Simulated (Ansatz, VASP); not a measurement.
# Two plane-wave programs on Ni

```xyz
2
Lattice="2.4881 0.0000 0.0000 -1.2441 2.1548 0.0000 0.0000 0.0000 4.0778" Properties=species:S:1:pos:R:3 pbc="T T T"
Ni    0.0000    1.4365    1.0195
Ni    1.2441    0.7183    3.0584
```

Alike in both runs: functional PBE; k mesh 14 × 14 × 8; occupations fermi-dirac, width 0.05 eV; collinear spin.

Ansatz relaxed the structure, and its values are those at the end. VASP's run is a single point on that final structure, the one shown.

```csv
,VASP,Ansatz
version,VASP 6.6.1,Ansatz 0.2.0
potentials or method,"VASP PAW PBE potentials, release 64 (Ni), cutoff 520 eV","plane waves (420 eV) with PAW, scalar-relativistic"
valence electrons in the cell,20,36
```

Ansatz gave:

```
pressure (GPa)                                                : 0.0
net moment per atom (μB)                                      : 0.67
size of the moment on the site where the two differ most (μB) : 0.71
```

Problem. Estimate VASP's values.

Solution. Pressure (GPa): -0.9; net moment per atom (μB): 0.00; size of the moment on the site where the two differ most (μB): 0.22.

The net moments are unlike, so the other rows may belong to different states. Site moments also hang on the region over which each program counts them. VASP's potentials hold 20 valence electrons a cell and Ansatz's 36, so a difference there can come from the potentials and not from the codes. Ansatz's warnings: seeded moment not kept.
